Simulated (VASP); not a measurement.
A run of VASP 6.6.1 is set up as follows.

Contents of INCAR:

```
PREC     = Accurate       # precision mode
ENCUT    = 520            # plane-wave cutoff, eV
EDIFF    = 1E-8           # SCF threshold, eV
ISMEAR   = -1             # smearing method
SIGMA    = 0.05           # smearing width, eV
LREAL    = False          # projectors in reciprocal space
LASPH    = True           # aspherical terms in the spheres
NELM     = 60             # most SCF steps
ALGO     = Normal         # electronic algorithm
ISIF     = 2              # what is computed and relaxed
LWAVE    = False          # write WAVECAR
LCHARG   = False          # write CHGCAR
GGA      = PS             # functional
LEFG     = True         
NBANDS   = 20             # bands
```

KPOINTS

```
Automatic mesh
0
Gamma
  11 11 6
```

The input POSCAR:

```
Ga
1.0
    3.0031658500      0.0000000000      0.0000000000
   -1.5015829250      2.6008179178      0.0000000000
    0.0000000000      0.0000000000      4.8651286769
Ga
2
Direct
    0.2333333333      0.6166666667      0.1750000000
    0.7666666667      0.3833333333      0.8250000000
```

Potentials or basis: VASP PAW PBE potentials, release 64 (Ga_d).

Run with:

```console
$ cat potpaw_PBE.64/Ga_d/POTCAR > POTCAR
$ mpirun -np 1 vasp_std > vasp.out
```

(1) Predict the largest force.

(2) Estimate the band gap on the k mesh.

Results:

(1) 5.713 eV/Å.

(2) zero (band 13 reaches 8.27 eV, above the bottom of band 14 at 3.40 eV).

Caveat: the cell differs from its parent crystal (shortest bond scaled by 0.7); without QUAD_EFG the Cq values of the log hold for a quadrupole moment of 1 mb, not for the nuclei; the PAW data sets were made with another functional, which shifts forces and pressure a little.
